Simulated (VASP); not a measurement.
Input of a VASP 6.6.1 run:

INCAR

```
SYSTEM = CuAuS3
PREC = Accurate ; ENCUT = 600
EDIFF = 1E-7 ; ISMEAR = 0
SIGMA = 0.1 ; LREAL = .False.
LASPH = .True. ; NELM = 60
ALGO = Normal ; ISIF = 3
LWAVE = .False. ; LCHARG = .False.
GGA = PE ; IBRION = 2
NSW = 100 ; EDIFFG = -0.01
```

File KPOINTS:

```
regular mesh
0
Gamma
  8 8 8
  0 0 0
```

POSCAR

```
CuAuS3
1.0
    4.5562436338      0.0000000000      0.0000000000
    0.0000000000      4.5562436338      0.0000000000
    0.0000000000      0.0000000000      4.5562436338
Cu S Au
1 3 1
Direct
    0.5000000000      0.5000000000      0.5000000000
    0.0000000000      0.5000000000      0.5000000000
    0.5000000000      0.0000000000      0.5000000000
    0.5000000000      0.5000000000      0.0000000000
    0.0000000000      0.0000000000      0.0000000000
```

Potentials or basis: VASP PAW PBE potentials, release 64 (Cu, S, Au).

The run is started by

```console
$ cat potpaw_PBE.64/Cu/POTCAR potpaw_PBE.64/S/POTCAR potpaw_PBE.64/Au/POTCAR > POTCAR
$ mpirun -np 1 vasp_std > vasp.out
```

(1) What does it give for the band gap on the k mesh?

Answers

(1) zero (bands 20 and 21 overlap by 1.03 eV).

Caveat: the relaxation stopped at its first step, so nothing moved; spin-orbit coupling is left out, which moves the levels of the heavy elements.
